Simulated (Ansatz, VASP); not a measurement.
## PtSe2: VASP beside Ansatz

```
Pt Se
1.0
     3.32001    0.00000    0.00000
     0.00000    3.32001    0.00000
     0.00000    0.00000    5.68808
Pt Se
1 2
Direct
  0.50000 0.50000 0.00000
  0.00000 0.00000 0.26208
  0.00000 0.00000 0.73792
```

Alike in both runs: task relaxation of cell and atoms; functional PBE; k mesh 14 × 14 × 8; occupations gaussian, width 0.1 eV; no spin polarisation.

```csv
,VASP,Ansatz
version,VASP 6.6.1,Ansatz 0.2.0
potentials or method,"VASP PAW PBE potentials, release 64 (Pt, Se), cutoff 600 eV","scalar-relativistic, plane waves, PAW"
valence electrons in the cell,22,50
```

Ansatz gave:

* gap on the k mesh at the Fermi level, each at its own relaxed structure (eV): none
* relaxed volume (Å³/atom): 20.85
* relaxed cell length with the largest relative difference (Å): 5.764

Q: Which values does VASP return?

A: gap on the k mesh at the Fermi level, each at its own relaxed structure (eV): none; relaxed volume (Å³/atom): 20.83; relaxed cell length with the largest relative difference (Å): 5.753.

A gap of «none» marks a metal or a gap that the smearing closes. VASP's potentials hold 22 valence electrons a cell and Ansatz's 50, so a difference there can come from the potentials and not from the codes.

Neither program's run includes spin-orbit coupling.
